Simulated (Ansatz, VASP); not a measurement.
## Two plane-wave programs on ZrS

Contents of INCAR:

```
PREC = Accurate
ENCUT = 520
EDIFF = 1E-6
ISMEAR = 0
SIGMA = 0.15
LREAL = F
LASPH = T
NELM = 60
ALGO = Fast
ISIF = 2
LWAVE = F
LCHARG = T
GGA = PS
LELF = T
LVHAR = T
NBANDS = 16
```

The input KPOINTS:

```
Automatic mesh
0
Gamma
  20 20 20
```

POSCAR

```
ZrS
1.0
    0.1210170801      2.5830753500      2.5830753500
    2.5830753500      0.1210170801      2.5830753500
    2.7040924301      2.7040924301      0.0000000000
Zr S
1 1
Direct
    0.0000000000      0.0000000000      0.0000000000
    0.5000000000      0.5000000000      0.5000000000
```

Input for Ansatz:

```yaml
crystal:
  lattice:
    - [0.1210170801, 2.58307535, 2.58307535]
    - [2.58307535, 0.1210170801, 2.58307535]
    - [2.7040924301, 2.7040924301, 0.0]
  atoms:
    - { symbol: Zr, position: [0.0, 0.0, 0.0] }
    - { symbol: S, position: [0.5, 0.5, 0.5] }
basis:
  ecutwfc: 420
kpoints:
  mp_grid: { grid: [20, 20, 20] }
hamiltonian:
  xc: pbesol
scf:
  occupations: { method: gaussian, width: 0.15 }
output:
  forces: true
  stress: true
  eigenvalues: true
```

Change from the starting cell: strain +0.0937 x Voigt [0, 0, 0, 0, 0, 1], atoms carried along.

Alike in both runs: task single point; functional PBEsol; k mesh 20 × 20 × 20; occupations gaussian, width 0.15 eV; no spin polarisation.

|  | VASP | Ansatz |
| --- | --- | --- |
| version | VASP 6.6.1 | Ansatz 0.2.0 |
| potentials or method | VASP PAW PBE potentials, release 64 (Zr_sv, S), cutoff 520 eV | scalar-relativistic, plane waves, PAW |
| valence electrons in the cell | 18 | 18 |

|  | VASP | Ansatz | Ansatz less VASP |
| --- | --- | --- | --- |
| gap on the k mesh at the Fermi level (eV) | none | none | - |
| pressure (GPa) | 0.6 | 0.4 | -0.24 |
| traceless stress, the component that is largest in VASP (GPa) | -2.41 | -2.47 | -0.059 |

VASP's potentials were made for PBE, not for PBEsol. A gap of «none» marks a metal or a gap that the smearing closes. The functional is the same, so the differences come from potentials, cutoffs and numerics.
